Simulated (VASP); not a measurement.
# Pb (P-1) in VASP: single point with PBE

Aim: the single point of Pb with PBE.

Everything below comes from runs of VASP 6.6.1. Logs are shortened: lines on timing, memory, paths and dates and some standing lists are left out, and cuts for length are marked.

## 1. The cell of the first run

The typed cell holds 2 atoms: a = 3.483 Å, b = 3.491 Å, c = 6.364 Å, α = 105.95°, β = 105.47°, γ = 59.56°.

## 2. Single point, PBE (strained and its atoms moved)

File INCAR:

```
SYSTEM = Pb
PREC     = Accurate       ! precision mode
ENCUT    = 520            ! plane-wave cutoff, eV
EDIFF    = 1E-6           ! SCF threshold, eV
ISMEAR   = 0              ! smearing method
SIGMA    = 0.1            ! smearing width, eV
LREAL    = .False.        ! projectors in reciprocal space
LASPH    = .True.         ! aspherical terms in the spheres
NELM     = 100            ! most SCF steps
ALGO     = Fast           ! electronic algorithm
ISIF     = 2              ! what is computed and relaxed
LWAVE    = .False.        ! write WAVECAR
LCHARG   = .True.         ! write CHGCAR
GGA      = PE             ! functional
LELF     = .True.         ! ELF
LVHAR    = .True.       
NBANDS   = 21             ! bands
```

File KPOINTS:

```
regular mesh
0
Gamma
  14 14 8
  0 0 0
```

File POSCAR:

```
Pb
1.0
    3.0241944735     -1.7278817720      0.0375098704
    3.0287102990      1.7357213776      0.0232622659
   -2.0460485383     -0.0275365120      6.0259179646
Pb
2
Direct
    0.0445865193      0.1641959169      0.2954894603
    0.9554134807      0.8358040831      0.7045105397
```

Potentials or basis: VASP PAW PBE potentials, release 64 (Pb_d).

Started as:

```bash
$ cat potpaw_PBE.64/Pb_d/POTCAR > POTCAR
$ mpirun -np 1 vasp_std > vasp.out
```

OUTCAR:

```text
SYSTEM = Pb
   PREC = Accurate
   ENCUT = 520
   EDIFF = 1E-6
   ISMEAR = 0
   LREAL = .False.
   LASPH = .True.
   NELM = 100
   ISIF = 2
   GGA = PE

 ion  position               nearest neighbor table
   1  0.045  0.164  0.295-   2 2.95   2 3.26   2 3.42   2 3.59
   2  0.955  0.836  0.705-   1 2.95   1 3.26   1 3.42   1 3.59

  LATTYP: Found a triclinic cell.
 ALAT       =     3.4636353972
 B/A-ratio  =     1.0056507455
 C/A-ratio  =     2.0994186921
 COS(alpha) =     0.0022716248
 COS(beta)  =     0.4838847919
 COS(gamma) =     0.4949682387

  Lattice vectors:

 A1 = (  -0.0045158255,  -3.4636031496,   0.0142476045)
 A2 = (   3.0241944735,  -1.7278817720,   0.0375098704)
 A3 = (  -2.0505643638,  -3.4911396616,   6.0401655691)

Analysis of symmetry for initial positions (statically):
=====================================================================
 Subroutine PRICEL returns:
 Original cell was already a primitive cell.

 Routine SETGRP: Setting up the symmetry group for a
 triclinic supercell.

 Subroutine GETGRP returns: Found  2 space group operations
 (whereof  2 operations were pure point group operations)
 out of a pool of  2 trial point group operations.

The static configuration has the point symmetry S_2 .

Analysis of symmetry for dynamics (positions and initial velocities):
=====================================================================
 Subroutine PRICEL returns:
 Original cell was already a primitive cell.

 Routine SETGRP: Setting up the symmetry group for a
 triclinic supercell.

 Subroutine GETGRP returns: Found  2 space group operations
 (whereof  2 operations were pure point group operations)
 out of a pool of  2 trial point group operations.

The dynamic configuration has the point symmetry S_2 .

 Subroutine INISYM returns: Found  2 space group operations
 (whereof  2 operations are pure point group operations),
 and found     1 'primitive' translations

----------------------------------------------------------------------------------------

                                     Primitive cell

  volume of cell :      63.3804

  direct lattice vectors                    reciprocal lattice vectors
     3.024194474 -1.727881772  0.037509870     0.165034497 -0.288706772  0.054716744
     3.028710299  1.735721378  0.023262266     0.164262740  0.288737370  0.057093436
    -2.046048538 -0.027536512  6.025917965    -0.001661414  0.000682497  0.165388820

  length of vectors
     3.483207519  3.490896147  6.363863622     0.337019150  0.337062571  0.165398572

  position of ions in fractional coordinates (direct lattice)
     0.044586519  0.164195917  0.295489460
     0.955413481  0.835804083  0.704510540

  ion indices of the primitive-cell ions
   primitive index   ion index
                 1           1
                 2           2

----------------------------------------------------------------------------------------

 KPOINTS: regular mesh

Automatic generation of k-mesh.
 Grid dimensions read from file:
 generate k-points for:   14   14    8

 Generating k-lattice:

  Cartesian coordinates                     Fractional coordinates (reciprocal lattice)
     0.011788178 -0.020621912  0.003908339     0.071428571 -0.000000000  0.000000000
     0.011733053  0.020624098  0.004078103    -0.000000000  0.071428571  0.000000000
    -0.000207677  0.000085312  0.020673602     0.000000000  0.000000000  0.125000000

  Length of vectors
     0.024072796  0.024075898  0.020674822

  Shift w.r.t. Gamma in fractional coordinates (k-lattice)
     0.000000000  0.000000000  0.000000000

 Subroutine IBZKPT returns following result:
 ===========================================

 Found    788 irreducible k-points:

 Following reciprocal coordinates:
            Coordinates               Weight
  0.000000  0.000000  0.000000      1.000000
  0.071429 -0.000000  0.000000      2.000000
  0.142857 -0.000000  0.000000      2.000000
  0.214286  0.000000  0.000000      2.000000
  0.285714 -0.000000  0.000000      2.000000
  0.357143 -0.000000 -0.000000      2.000000
[... 16 lines left out ...]
 -0.000000  0.142857  0.000000      2.000000
  0.071429  0.142857  0.000000      2.000000
 [... further k-points ...]
   k-points           NKPTS =    788   k-points in BZ     NKDIM =    788   number of bands    NBANDS=     21
   number of dos      NEDOS =    301   number of ions     NIONS =      2
   total plane-waves  NPLWV =  37632
   dimension x,y,z NGX =    28 NGY =   28 NGZ =   48
   dimension x,y,z NGXF=    56 NGYF=   56 NGZF=   96
   ions per type =               2
   NGX,Y,Z   is equivalent  to a cutoff of  13.36, 13.33, 12.54 a.u.
   NGXF,Y,Z  is equivalent  to a cutoff of  26.73, 26.67, 25.08 a.u.
 SYSTEM =  Pb
   PREC   = accura    normal or accurate (medium, high low for compatibility)
   ISTART =      0    job   : 0-new  1-cont  2-samecut
   ICHARG =      2    charge: 1-file 2-atom 10-const
   ISPIN  =      1    spin polarized calculation?
   LNONCOLLINEAR =      F non collinear calculations
   LSORBIT =      F    spin-orbit coupling
   LASPH  =      T    aspherical Exc in radial PAW
   ENCUT  =  520.0 eV  38.22 Ry    6.18 a.u.   6.48  6.49 11.83*2*pi/ulx,y,z
   NELM   =    100;   NELMIN=  2; NELMDL= -5     # of ELM steps
   EDIFF  = 0.1E-05   stopping-criterion for ELM
   LREAL  =      F    real-space projection
   EDIFFG = 0.1E-04   stopping-criterion for IOM
   NSW    =      0    number of steps for IOM
   IBRION =     -1    ionic relax: 0-MD 1-quasi-New 2-CG
   NFREE  =      0    steps in history (QN), initial steepest desc. (CG)
   ISIF   =      2    stress and relaxation
   ISYM   =      2    0-nonsym 1-usesym 2-fastsym
   POTIM  = 0.5000    time-step for ionic-motion
   TEBEG  =    0.0;   TEEND  =   0.0 temperature during run
   PSTRESS=    0.0 pullay stress
   NELECT =      28.0000    total number of electrons
   NUPDOWN=      -1.0000    fix difference up-down
   EMIN   =  10.00;   EMAX   =-10.00  energy-range for DOS
   EFERMI =   0.00;   METHOD = LEGACY
   ISMEAR =     0;   SIGMA  =   0.10  broadening in eV -4-tet -1-fermi 0-gaus
   EFERMI_NEDOS =   21; number of points for ismear=-14 and -15
   IALGO  =     68    algorithm
   IMIX   =      4    mixing-type and parameters
     AMIX     =   0.40;   BMIX     =  1.00
     AMIX_MAG =   1.60;   BMIX_MAG =  1.00
  volume/ion in A,a.u.               =      31.69       213.86
  Fermi-wavevector in a.u.,A,eV,Ry     =   1.246835  2.356177 21.151599  1.554599
  Thomas-Fermi vector in A             =   2.380995
   LORBIT       =      0    0 simple, 1 ext, 2 COOP (PROOUT), +10 PAW based schemes
   GGA     = PE    functional components
   LHFCALC =     F    Hartree Fock is set to
   AEXX    =    0.0000 exact exchange contribution
   IVDW    =     0    specifies the selected vdW correction
   LEPSILON=     F    determine dielectric tensor
   LRPA    =     F    only Hartree local field effects (RPA)
 non-spin polarized calculation
 RMM-DIIS sequential band-by-band and
 Gauss-broadening in eV      SIGMA  =   0.10
  energy-cutoff  :      520.00
  volume of cell :       63.38
 maximum number of plane-waves:      1729
 NGX is ok and might be reduce to    28
   NGX = 13   NGY = 13   NGZ = 23

 number of electron      28.0000000 magnetization

 Free energy of the ion-electron system (eV)
  ---------------------------------------------------
  ext. energy  EPLUGINS =         0.00000000
  ---------------------------------------------------
  free energy    TOTEN  =        -6.75782859 eV

  energy without entropy =       -6.75169877  energy(sigma->0) =       -6.75476368

 E-fermi :   6.8135     XC(G=0):  -9.8599

 val. band max:        6.8061959122   @ k =   0.1429  -0.4286   0.3750
 cond. band min:       6.8170072807   @ k =   0.0714  -0.3571   0.2500
 fundamental gap:      0.0108113685
 Fermi energy:         6.8134518206

 k-point     1 :       0.0000    0.0000    0.0000
  band No.  band energies     occupation
      1     -10.5171      2.00000
      2     -10.4088      2.00000
      3     -10.3583      2.00000
      4     -10.3559      2.00000
      5     -10.2972      2.00000
      6     -10.2422      2.00000
[... 13 lines left out ...]
     20      16.1687      0.00000
     21      16.4810      0.00000

 k-point     2 :       0.0714   -0.0000    0.0000
  band No.  band energies     occupation
      1     -10.5157      2.00000
      2     -10.4076      2.00000
      3     -10.3567      2.00000
      4     -10.3491      2.00000
      5     -10.2877      2.00000
      6     -10.2360      2.00000
[... 13 lines left out ...]
     20      16.2948      0.00000
     21      16.6444      0.00000

 k-point     3 :       0.1429   -0.0000    0.0000
  band No.  band energies     occupation
      1     -10.5121      2.00000
      2     -10.4144      2.00000
      3     -10.3600      2.00000
      4     -10.3244      2.00000
      5     -10.2601      2.00000
      6     -10.2242      2.00000
[... 13 lines left out ...]
     20      15.9125      0.00000
     21      17.0095      0.00000

 k-point     4 :       0.2143    0.0000    0.0000
  band No.  band energies     occupation
      1     -10.5082      2.00000
      2     -10.4336      2.00000
      3     -10.3726      2.00000
      4     -10.3088      2.00000
      5     -10.2232      2.00000
      6     -10.2144      2.00000
[... 13 lines left out ...]
     20      15.2390      0.00000
     21      16.3883      0.00000

 k-point     5 :       0.2857   -0.0000    0.0000
  band No.  band energies     occupation
      1     -10.5061      2.00000
      2     -10.4584      2.00000
      3     -10.3936      2.00000
      4     -10.3305      2.00000
      5     -10.2079      2.00000
      6     -10.1698      2.00000
[... 13 lines left out ...]
     20      14.8567      0.00000
     21      15.4971      0.00000
[... 382 lines left out ...]
     20      15.9539      0.00000
     21      16.9233      0.00000

 k-point    22 :      -0.0714    0.0714    0.0000
  band No.  band energies     occupation
      1     -10.5242      2.00000
      2     -10.3971      2.00000
      3     -10.3421      2.00000
      4     -10.3224      2.00000
      5     -10.2984      2.00000
      6     -10.2326      2.00000
[... 13 lines left out ...]
     20      16.0200      0.00000
     21      16.6519      0.00000

 k-point    23 :      -0.0000    0.1429    0.0000
  band No.  band energies     occupation
      1     -10.5309      2.00000
      2     -10.3834      2.00000
      3     -10.3365      2.00000
      4     -10.3144      2.00000
      5     -10.3030      2.00000
      6     -10.2475      2.00000
[... 13 lines left out ...]
     20      16.1062      0.00000
     21      16.9958      0.00000

 k-point    24 :       0.0714    0.1429    0.0000
  band No.  band energies     occupation
      1     -10.5181      2.00000
      2     -10.4063      2.00000
      3     -10.3535      2.00000
      4     -10.3214      2.00000
      5     -10.2863      2.00000
      6     -10.2416      2.00000
[... 13 lines left out ...]
     20      16.0831      0.00000
     21      17.0759      0.00000

 [... further k-points ...]

------------------------ aborting loop because EDIFF is reached ----------------------------------------

  FORCE on cell =-STRESS in cart. coord.  units (eV):
  Direction    XX          YY          ZZ          XY          YZ          ZX
  --------------------------------------------------------------------------------------
  -------------------------------------------------------------------------------------
  Total        1.3957212      1.6273505      2.9377976      0.6097698      1.0324221      0.5313684
  in kB       35.2820786     41.1373777     74.2638331     15.4142153     26.0983336     13.4323263
  external PRESSURE =      50.2277631 kB  Pullay stress =       0.0000000 kB

 VOLUME and BASIS-vectors are now :
 -----------------------------------------------------------------------------
  energy-cutoff  :      520.00
  volume of cell :       63.38
      direct lattice vectors                 reciprocal lattice vectors
     3.024194474 -1.727881772  0.037509870     0.165034497 -0.288706772  0.054716744
     3.028710299  1.735721378  0.023262266     0.164262740  0.288737370  0.057093436
    -2.046048538 -0.027536512  6.025917965    -0.001661414  0.000682497  0.165388820

 POSITION                                       TOTAL-FORCE (eV/Angst)
 -----------------------------------------------------------------------------------
      0.02755      0.19982      1.78609        -0.213222     -0.404468     -1.278182
      3.97930     -0.21952      4.30060         0.213222      0.404468      1.278182
 -----------------------------------------------------------------------------------
    total drift:                               -0.000000     -0.000000      0.000000

  FREE ENERGIE OF THE ION-ELECTRON SYSTEM (eV)
  ---------------------------------------------------
  free  energy   TOTEN  =        -6.7578285948 eV

  energy  without entropy=       -6.7516987712  energy(sigma->0) =       -6.75476368
```

It took 32 min on 1 thread of Intel Xeon 8259CL, shared host; peak memory 0.84 GiB.

Results:

| Item | Value |
| --- | --- |
| Free energy | -6.7578 eV |
| Pressure | 5.0 GPa |
| Largest force | 1.358 eV/Å |
| Band gap on the k mesh | zero (bands 14 and 15 overlap by 7.56 eV) |

Forces on the atoms (eV/Å):
```
Pb  -0.213 -0.404 -1.278
Pb   0.213  0.404  1.278
```

Levels at points of the mesh, in eV from the Fermi level:
```
           k point  band 12  band 13  band 14  band 15  band 16  band 17
(0.00, 0.00, 0.00)    -8.29    -3.90     5.59     6.26     6.49     6.60
(0.50, 0.00, 0.00)    -6.22    -4.06    -2.29     0.22     2.47     3.96
(0.00, 0.50, 0.00)    -7.67    -2.96    -2.80     1.17     2.40     2.52
(0.50, 0.50, 0.00)    -7.42    -3.59    -2.55     2.27     2.40     2.52
(0.00, 0.00, 0.50)    -9.45    -0.58     1.29     5.20     6.11     6.78
(0.50, 0.00, 0.50)    -7.04    -3.72    -2.27     1.94     2.10     2.75
(0.00, 0.50, 0.50)    -7.50    -3.39    -3.16     1.95     2.07     3.59
(0.50, 0.50, 0.50)    -6.76    -3.71    -2.57     0.50     2.84     3.43
```

Caveat: the cell differs from its parent crystal (strained and its atoms moved); the cell stands under pressure; spin-orbit coupling is left out, which moves the levels of the heavy elements; forces of over 1 eV/Å act on the atoms, so gaps and moduli don't describe the material at rest.
